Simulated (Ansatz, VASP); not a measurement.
# Bi: VASP beside Ansatz

The input INCAR:

```
PREC     = Accurate       # precision mode
ENCUT    = 520            # plane-wave cutoff, eV
EDIFF    = 1E-6           # SCF threshold, eV
ISMEAR   = -1             # smearing method
SIGMA    = 0.03           # smearing width, eV
LREAL    = False          # projectors in reciprocal space
LASPH    = True           # aspherical terms in the spheres
NELM     = 100            # most SCF steps
ALGO     = Normal         # electronic algorithm
ISIF     = 2              # what is computed and relaxed
LWAVE    = False          # write WAVECAR
LCHARG   = True           # write CHGCAR
GGA      = PE             # functional
LELF     = True           # ELF
LVHAR    = True         
NBANDS   = 22             # bands
```

The input KPOINTS:

```
Automatic mesh
0
Gamma
  9 9 3
```

File POSCAR:

```
Bi
1.0
    4.5390002997      0.0000000000      0.0000000000
   -2.2695001499      3.9308895674      0.0000000000
    0.0000000000      0.0000000000     11.8290000000
Bi
2
Direct
    0.3333333333      0.6666666667      0.2500000000
    0.6666666667      0.3333333333      0.7500000000
```

Input for Ansatz:

```yaml
crystal:
  lattice:
    - [4.5390002997, 0.0, 0.0]
    - [-2.2695001499, 3.9308895674, 0.0]
    - [0.0, 0.0, 11.829]
  atoms:
    - { symbol: Bi, position: [0.3333333333, 0.6666666667, 0.25] }
    - { symbol: Bi, position: [0.6666666667, 0.3333333333, 0.75] }
kpoints:
  mp_grid: { grid: [9, 9, 3] }
  band_path:
    path:
      - [0.0, 0.0, 0.0]
      - [0.5, 0.0, 0.0]
      - [0.3333333333, 0.3333333333, 0.0]
      - [0.0, 0.0, 0.0]
      - [0.0, 0.0, 0.5]
      - [0.5, 0.0, 0.5]
      - [0.3333333333, 0.3333333333, 0.5]
      - [0.0, 0.0, 0.5]
      - [0.5, 0.0, 0.5]
    npoints: 5
scf:
  occupations: { method: fermi_dirac, width: 0.03 }
hamiltonian:
  xc: pbe
  pseudopotentials:
    kind: all_electron
    lapw: { basis_error: 0.0005 }
    relativity: none
output:
  forces: true
  stress: true
  eigenvalues: true
```

Alike in both runs: task single point; functional PBE; k mesh 9 × 9 × 3; occupations fermi-dirac, width 0.03 eV; no spin polarisation.

|  | VASP | Ansatz |
| --- | --- | --- |
| version | VASP 6.6.1 | Ansatz 0.2.0 |
| potentials or method | VASP PAW PBE potentials, release 64 (Bi_d), cutoff 520 eV | all-electron LAPW, non-relativistic |

Ansatz gave:

* pressure (GPa): -3.3
* traceless stress, the component that is largest in VASP (GPa): 3.03

**Question.** Which values does VASP return?

**Answer.** Pressure (GPa): -3.3; traceless stress, the component that is largest in VASP (GPa): 2.95.

Ansatz ran all-electron here, and VASP with PAW potentials.

Spin-orbit coupling is off throughout.
